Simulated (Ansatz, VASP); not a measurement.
**W in VASP and in Ansatz**

```
W
1.0
    -1.58105    1.58105    1.58105
     1.58105   -1.58105    1.58105
     1.58105    1.58105   -1.58105
W
1
Direct
  0.00000 0.00000 0.00000
```

Alike in both runs: functional r2SCAN; dispersion rVV10; k mesh 8 × 8 × 8; occupations gaussian, width 0.1 eV; no spin polarisation.

Ansatz relaxed the structure, and its values are those at the end. VASP's run is a single point on that final structure, the one shown.

|  | VASP | Ansatz |
| --- | --- | --- |
| version | VASP 6.6.1 | Ansatz 0.2.0 |
| potentials or method | VASP PAW PBE potentials, release 64 (W_sv), cutoff 520 eV | scalar-relativistic, plane waves, PAW |
| valence electrons in the cell | 14 | 14 |

```tsv
	VASP	Ansatz	Ansatz less VASP
gap on the k mesh at the Fermi level (eV)	none	none	-
pressure (GPa)	2.0	0.1	-1.82
```

VASP's potentials were made for PBE, not for r2SCAN. A gap of «none» marks a metal or a gap that the smearing closes.

Neither program's run includes spin-orbit coupling.
